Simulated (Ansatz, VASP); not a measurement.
Y6Ga4Pt13 in VASP and in Ansatz

POSCAR

```
Y6Ga4Pt13
1.0
   -4.7487728700      4.7487728700      4.7487728700
    4.7487728700     -4.7487728700      4.7487728700
    4.7487728700      4.7487728700     -4.7487728700
Y Ga Pt
6 4 13
Direct
    0.0000000000      0.3007014400      0.3007014400
    0.3007014400      0.0000000000      0.3007014400
    0.0000000000      0.6992985600      0.6992985600
    0.6992985600      0.0000000000      0.6992985600
    0.3007014400      0.3007014400      0.0000000000
    0.6992985600      0.6992985600      0.0000000000
    0.5000000000      0.5000000000      0.5000000000
    0.5000000000      0.0000000000      0.0000000000
    0.0000000000      0.0000000000      0.5000000000
    0.0000000000      0.5000000000      0.0000000000
    0.0000000000      0.0000000000      0.0000000000
    0.6436610100      0.3218305000      0.3218305000
    0.3218305000      0.0000000000      0.6781695000
    0.0000000000      0.3218305000      0.6781695000
    0.3218305000      0.6436610100      0.3218305000
    0.3563389900      0.6781695000      0.6781695000
    0.6781695000      0.3563389900      0.6781695000
    0.0000000000      0.6781695000      0.3218305000
    0.6781695000      0.0000000000      0.3218305000
    0.6781695000      0.3218305000      0.0000000000
    0.3218305000      0.3218305000      0.6436610100
    0.6781695000      0.6781695000      0.3563389900
    0.3218305000      0.6781695000      0.0000000000
```

INCAR.step1

```
ALGO = Normal
EDIFF = 1E-4
ENCUT = 520
GGA = PE
ISMEAR = -1
KPAR = 4
LASPH = True
LCHARG = False
LREAL = Auto
LWAVE = True
NBANDS = 141
NELM = 80
PREC = Accurate
SIGMA = 0.1
```

Contents of INCAR.step2:

```
ALGO = Normal
EDIFF = 1E-6
ENCUT = 520
ISIF = 2
ISMEAR = -1
ISTART = 1
KPAR = 4
LASPH = True
LCHARG = False
LMIXTAU = True
LREAL = Auto
LWAVE = False
METAGGA = R2SCAN
NBANDS = 141
NELM = 80
PREC = Accurate
SIGMA = 0.1
```

KPOINTS

```
k-points
0
Gamma
  5 5 5
```

Input for Ansatz:

```yaml
crystal:
  lattice:
    - [-4.74877287, 4.74877287, 4.74877287]
    - [4.74877287, -4.74877287, 4.74877287]
    - [4.74877287, 4.74877287, -4.74877287]
  atoms:
    - { symbol: "Y", position: [0.0, 0.30070144, 0.30070144] }
    - { symbol: "Y", position: [0.30070144, 0.0, 0.30070144] }
    - { symbol: "Y", position: [0.0, 0.69929856, 0.69929856] }
    - { symbol: "Y", position: [0.69929856, 0.0, 0.69929856] }
    - { symbol: "Y", position: [0.30070144, 0.30070144, 0.0] }
    - { symbol: "Y", position: [0.69929856, 0.69929856, 0.0] }
    - { symbol: Ga, position: [0.5, 0.5, 0.5] }
    - { symbol: Ga, position: [0.5, 0.0, 0.0] }
    - { symbol: Ga, position: [0.0, 0.0, 0.5] }
    - { symbol: Ga, position: [0.0, 0.5, 0.0] }
    - { symbol: Pt, position: [0.0, 0.0, 0.0] }
    - { symbol: Pt, position: [0.64366101, 0.3218305, 0.3218305] }
    - { symbol: Pt, position: [0.3218305, 0.0, 0.6781695] }
    - { symbol: Pt, position: [0.0, 0.3218305, 0.6781695] }
    - { symbol: Pt, position: [0.3218305, 0.64366101, 0.3218305] }
    - { symbol: Pt, position: [0.35633899, 0.6781695, 0.6781695] }
    - { symbol: Pt, position: [0.6781695, 0.35633899, 0.6781695] }
    - { symbol: Pt, position: [0.0, 0.6781695, 0.3218305] }
    - { symbol: Pt, position: [0.6781695, 0.0, 0.3218305] }
    - { symbol: Pt, position: [0.6781695, 0.3218305, 0.0] }
    - { symbol: Pt, position: [0.3218305, 0.3218305, 0.64366101] }
    - { symbol: Pt, position: [0.6781695, 0.6781695, 0.35633899] }
    - { symbol: Pt, position: [0.3218305, 0.6781695, 0.0] }
  symmetry: { tolerance: 0.0003 }
hamiltonian:
  xc: r2scan
  pseudopotentials: { kind: paw, azcp: { folder: soft_1 } }
basis:
  ecutwfc: 500
magnetization:
  spin_polarized: false
scf:
  occupations: { method: fermi_dirac, width: 0.1 }
kpoints:
  mp_grid: { grid: [5, 5, 5], shift: [0, 0, 0] }
  band_path:
    path:
      - [0.0, 0.0, 0.0]
      - [0.5, -0.5, 0.5]
      - [0.0, 0.0, 0.5]
      - [0.0, 0.0, 0.0]
      - [0.25, 0.25, 0.25]
      - [0.5, -0.5, 0.5]
      - [0.25, 0.25, 0.25]
      - [0.0, 0.0, 0.5]
    npoints: 15
output:
  forces: true
  stress: true
  eigenvalues: true
  bader: true
  populations: true
  elf: true
  write_potential: true
  write_density: true
  volumetric_format: npy
  dos:
    e_range: [-12, 8]
    de: 0.05
    projected: { site_lists: { Ga: [Ga], Pt: [Pt], "Y": ["Y"] } }
```

Alike in both runs: task single point; functional r2SCAN; k mesh 5 × 5 × 5; occupations fermi-dirac, width 0.1 eV; no spin polarisation.

|  | VASP | Ansatz |
| --- | --- | --- |
| version | VASP 6.6.1 | Ansatz 0.2.0 |
| potentials or method | VASP PAW PBE potentials, release 64 (Y_sv, Ga_d, Pt), cutoff 520 eV | PAW plane waves |
| valence electrons in the cell | 248 | 352 |

Ansatz gave:

- pressure (GPa): 0.0
- rms of the force components (eV/Å): 0.000

Question: Which values does VASP return?

Answer: Pressure (GPa): 0.2; rms of the force components (eV/Å): 0.003.

VASP's potentials were made for PBE, not for r2SCAN. Atom by atom the forces differ by 0.003 eV/Å (rms over components). With one functional, cell and mesh, what is left measures potentials, basis and numerics. VASP's potentials hold 248 valence electrons a cell and Ansatz's 352, so a difference there can come from the potentials and not from the codes.

Neither program's run includes spin-orbit coupling.
